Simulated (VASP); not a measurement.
# Ge3Cl (P6_3/mmc) in VASP: a series of runs, part 2 of 2

VASP 6.6.1. The steps go on from the part before.

### 3 Single point, PBE

This run uses another cell than the first one, of 23.65 Å³/atom, 1.010 times its volume.

File INCAR:

```
ALGO = Normal
EDIFF = 1E-7
ENCUT = 520
GGA = PE
ISIF = 2
ISMEAR = 0
LASPH = True
LCHARG = False
LREAL = False
LWAVE = False
NBANDS = 59
NELM = 100
PREC = Accurate
SIGMA = 0.1
```

File KPOINTS:

```
k-points
0
Gamma
  6 6 8
```

File POSCAR:

```
Ge3Cl
1.0
    7.6948665692      0.0000000000      0.0000000000
   -3.8474332846      6.6639499277      0.0000000000
    0.0000000000      0.0000000000      3.6903536451
Ge Cl
6 2
Direct
    0.2895344118      0.1447672059      0.7500000000
    0.8552327941      0.1447672059      0.7500000000
    0.8552327941      0.7104655882      0.7500000000
    0.7104655882      0.8552327941      0.2500000000
    0.1447672059      0.8552327941      0.2500000000
    0.1447672059      0.2895344118      0.2500000000
    0.6666666667      0.3333333333      0.2500000000
    0.3333333333      0.6666666667      0.7500000000
```

Potentials or basis: VASP PAW PBE potentials, release 64 (Ge_d, Cl).

Started as:

```sh
cat potpaw_PBE.64/Ge_d/POTCAR potpaw_PBE.64/Cl/POTCAR > POTCAR
mpirun -np 1 vasp_std > vasp.out
```

OUTCAR:

```text
EDIFF = 1E-7
   ENCUT = 520
   GGA = PE
   ISIF = 2
   ISMEAR = 0
   LASPH = True
   LREAL = False
   NELM = 100
   PREC = Accurate

 ion  position               nearest neighbor table
   1  0.290  0.145  0.750-   6 2.67   6 2.67   5 2.67   5 2.67
   2  0.855  0.145  0.750-   6 2.67   6 2.67   4 2.67   4 2.67
   3  0.855  0.710  0.750-   4 2.67   4 2.67   5 2.67   5 2.67
   4  0.710  0.855  0.250-   3 2.67   3 2.67   2 2.67   2 2.67
   5  0.145  0.855  0.250-   3 2.67   3 2.67   1 2.67   1 2.67
   6  0.145  0.290  0.250-   1 2.67   1 2.67   2 2.67   2 2.67
   7  0.667  0.333  0.250-
   8  0.333  0.667  0.750-

  LATTYP: Found a hexagonal cell.
 ALAT       =     7.6948665692
 C/A-ratio  =     0.4795864375

  Lattice vectors:

 A1 = (   7.6948665692,   0.0000000000,   0.0000000000)
 A2 = (  -3.8474332846,   6.6639499277,   0.0000000000)
 A3 = (   0.0000000000,   0.0000000000,   3.6903536451)

Analysis of symmetry for initial positions (statically):
=====================================================================
 Subroutine PRICEL returns:
 Original cell was already a primitive cell.

 Routine SETGRP: Setting up the symmetry group for a
 hexagonal supercell.

 Subroutine GETGRP returns: Found 24 space group operations
 (whereof 12 operations were pure point group operations)
 out of a pool of 24 trial point group operations.

The static configuration has the point symmetry D_3d.
 The point group associated with its full space group is D_6h.

Analysis of symmetry for dynamics (positions and initial velocities):
=====================================================================
 Subroutine PRICEL returns:
 Original cell was already a primitive cell.

 Routine SETGRP: Setting up the symmetry group for a
 hexagonal supercell.

 Subroutine GETGRP returns: Found 24 space group operations
 (whereof 12 operations were pure point group operations)
 out of a pool of 24 trial point group operations.

The dynamic configuration has the point symmetry D_3d.
 The point group associated with its full space group is D_6h.

 Subroutine INISYM returns: Found 24 space group operations
 (whereof 12 operations are pure point group operations),
 and found     1 'primitive' translations

----------------------------------------------------------------------------------------

                                     Primitive cell

  volume of cell :     189.2347

  direct lattice vectors                    reciprocal lattice vectors
     7.694866569  0.000000000  0.000000000     0.129956769  0.075030576  0.000000000
    -3.847433285  6.663949928  0.000000000     0.000000000  0.150061152  0.000000000
     0.000000000  0.000000000  3.690353645     0.000000000  0.000000000  0.270976740

  length of vectors
     7.694866569  7.694866569  3.690353645     0.150061152  0.150061152  0.270976740

  position of ions in fractional coordinates (direct lattice)
     0.289534412  0.144767206  0.750000000
     0.855232794  0.144767206  0.750000000
     0.855232794  0.710465588  0.750000000
     0.710465588  0.855232794  0.250000000
     0.144767206  0.855232794  0.250000000
[... 35 lines left out ...]

 Subroutine IBZKPT returns following result:
 ===========================================

 Found     35 irreducible k-points:

 Following reciprocal coordinates:
            Coordinates               Weight
  0.000000  0.000000  0.000000      1.000000
  0.166667  0.000000  0.000000      6.000000
  0.333333  0.000000  0.000000      6.000000
  0.500000  0.000000  0.000000      3.000000
  0.166667  0.166667  0.000000      6.000000
  0.333333  0.166667  0.000000     12.000000
[... 16 lines left out ...]
  0.166667  0.000000  0.375000     12.000000
  0.333333  0.000000  0.375000     12.000000
 [... further k-points ...]
   k-points           NKPTS =     35   k-points in BZ     NKDIM =     35   number of bands    NBANDS=     59
   number of dos      NEDOS =    301   number of ions     NIONS =      8
   total plane-waves  NPLWV = 100800
   dimension x,y,z NGX =    60 NGY =   60 NGZ =   28
   dimension x,y,z NGXF=   120 NGYF=  120 NGZF=   56
   ions per type =               6   2
   NGX,Y,Z   is equivalent  to a cutoff of  12.96, 12.96, 12.61 a.u.
   NGXF,Y,Z  is equivalent  to a cutoff of  25.93, 25.93, 25.23 a.u.
 SYSTEM =  unknown system
   PREC   = accura    normal or accurate (medium, high low for compatibility)
   ISTART =      0    job   : 0-new  1-cont  2-samecut
   ICHARG =      2    charge: 1-file 2-atom 10-const
   ISPIN  =      1    spin polarized calculation?
   LNONCOLLINEAR =      F non collinear calculations
   LSORBIT =      F    spin-orbit coupling
   LASPH  =      T    aspherical Exc in radial PAW
   ENCUT  =  520.0 eV  38.22 Ry    6.18 a.u.  14.31 14.31  6.86*2*pi/ulx,y,z
   NELM   =    100;   NELMIN=  2; NELMDL= -5     # of ELM steps
   EDIFF  = 0.1E-06   stopping-criterion for ELM
   LREAL  =      F    real-space projection
   EDIFFG = 0.1E-05   stopping-criterion for IOM
   NSW    =      0    number of steps for IOM
   IBRION =     -1    ionic relax: 0-MD 1-quasi-New 2-CG
   NFREE  =      0    steps in history (QN), initial steepest desc. (CG)
   ISIF   =      2    stress and relaxation
   ISYM   =      2    0-nonsym 1-usesym 2-fastsym
   POTIM  = 0.5000    time-step for ionic-motion
   TEBEG  =    0.0;   TEEND  =   0.0 temperature during run
   PSTRESS=    0.0 pullay stress
   NELECT =      98.0000    total number of electrons
   NUPDOWN=      -1.0000    fix difference up-down
   EMIN   =  10.00;   EMAX   =-10.00  energy-range for DOS
   EFERMI =   0.00;   METHOD = LEGACY
   ISMEAR =     0;   SIGMA  =   0.10  broadening in eV -4-tet -1-fermi 0-gaus
   EFERMI_NEDOS =   21; number of points for ismear=-14 and -15
   IALGO  =     38    algorithm
   IMIX   =      4    mixing-type and parameters
     AMIX     =   0.40;   BMIX     =  1.00
     AMIX_MAG =   1.60;   BMIX_MAG =  1.00
  volume/ion in A,a.u.               =      23.65       159.63
  Fermi-wavevector in a.u.,A,eV,Ry     =   1.314670  2.484365 23.515710  1.728356
  Thomas-Fermi vector in A             =   2.444906
   LORBIT       =      0    0 simple, 1 ext, 2 COOP (PROOUT), +10 PAW based schemes
   GGA     = PE    functional components
   LHFCALC =     F    Hartree Fock is set to
   AEXX    =    0.0000 exact exchange contribution
   IVDW    =     0    specifies the selected vdW correction
   LEPSILON=     F    determine dielectric tensor
   LRPA    =     F    only Hartree local field effects (RPA)
 non-spin polarized calculation
 Gauss-broadening in eV      SIGMA  =   0.10
  energy-cutoff  :      520.00
  volume of cell :      189.23
 maximum number of plane-waves:      5126
 NGX is ok and might be reduce to    60
   NGX = 29   NGY = 29   NGZ = 13

 number of electron      98.0000030 magnetization

 Free energy of the ion-electron system (eV)
  ---------------------------------------------------
  ext. energy  EPLUGINS =         0.00000000
  ---------------------------------------------------
  free energy    TOTEN  =       -29.70988326 eV

  energy without entropy =      -29.69207276  energy(sigma->0) =      -29.70097801

 E-fermi :   3.6417     XC(G=0):  -9.6227

 val. band max:        3.6077910278   @ k =   0.5000   0.0000   0.2500
 cond. band min:       3.6517671381   @ k =   0.3333   0.1667   0.2500
 fundamental gap:      0.0439761103
 Fermi energy:         3.6416796258

 k-point     1 :       0.0000    0.0000    0.0000
  band No.  band energies     occupation
      1     -20.9011      2.00000
      2     -20.8766      2.00000
      3     -20.8749      2.00000
      4     -20.8703      2.00000
      5     -20.8703      2.00000
      6     -20.8613      2.00000
[... 1477 lines left out ...]
     58       7.8447      0.00000
     59       9.1833      0.00000

 [... further k-points ...]
[... 5 lines left out ...]
  --------------------------------------------------------------------------------------
  -------------------------------------------------------------------------------------
  Total       -0.0163666     -0.0163666     -0.0135007      0.0000000      0.0000000      0.0000000
  in kB       -0.1385700     -0.1385700     -0.1143051      0.0000000      0.0000000      0.0000000
  external PRESSURE =      -0.1304817 kB  Pullay stress =       0.0000000 kB

 VOLUME and BASIS-vectors are now :
 -----------------------------------------------------------------------------
  energy-cutoff  :      520.00
  volume of cell :      189.23
      direct lattice vectors                 reciprocal lattice vectors
     7.694866569  0.000000000  0.000000000     0.129956769  0.075030576  0.000000000
    -3.847433285  6.663949928  0.000000000     0.000000000  0.150061152  0.000000000
     0.000000000  0.000000000  3.690353645     0.000000000  0.000000000  0.270976740

 POSITION                                       TOTAL-FORCE (eV/Angst)
 -----------------------------------------------------------------------------------
      1.67095      0.96472      2.76777         0.005337      0.003082     -0.000000
      6.02392      0.96472      2.76777        -0.005337      0.003082      0.000000
      3.84743      4.73451      2.76777         0.000000     -0.006163      0.000000
      2.17649      5.69923      0.92259        -0.005337     -0.003082      0.000000
     -2.17649      5.69923      0.92259         0.005337     -0.003082      0.000000
      0.00000      1.92944      0.92259        -0.000000      0.006163     -0.000000
      3.84743      2.22132      0.92259        -0.000000     -0.000000      0.000000
     -0.00000      4.44263      2.76777        -0.000000     -0.000000      0.000000
 -----------------------------------------------------------------------------------
    total drift:                               -0.000000      0.000000      0.000000

  FREE ENERGIE OF THE ION-ELECTRON SYSTEM (eV)
  ---------------------------------------------------
  free  energy   TOTEN  =       -29.7098832587 eV

  energy  without entropy=      -29.6920727585  energy(sigma->0) =      -29.70097801
```

It took 6.2 min on 1 thread of Intel Xeon Platinum 8259CL at 2.50GHz (Skylake/Cascade Lake), shared host; peak memory 0.46 GiB.

What came out:

| Item | Value |
| --- | --- |
| Free energy | -29.7099 eV |
| Pressure | 0.0 GPa |
| Largest force | 0.006 eV/Å |
| Band gap on the k mesh | zero (band 49 reaches 4.58 eV, above the bottom of band 50 at 2.70 eV) |

Forces on the atoms (eV/Å):
```
Ge   0.005  0.003  0.000
Ge  -0.005  0.003  0.000
Ge   0.000 -0.006  0.000
Ge  -0.005 -0.003  0.000
Ge   0.005 -0.003  0.000
Ge   0.000  0.006  0.000
Cl   0.000  0.000  0.000
Cl   0.000  0.000  0.000
```
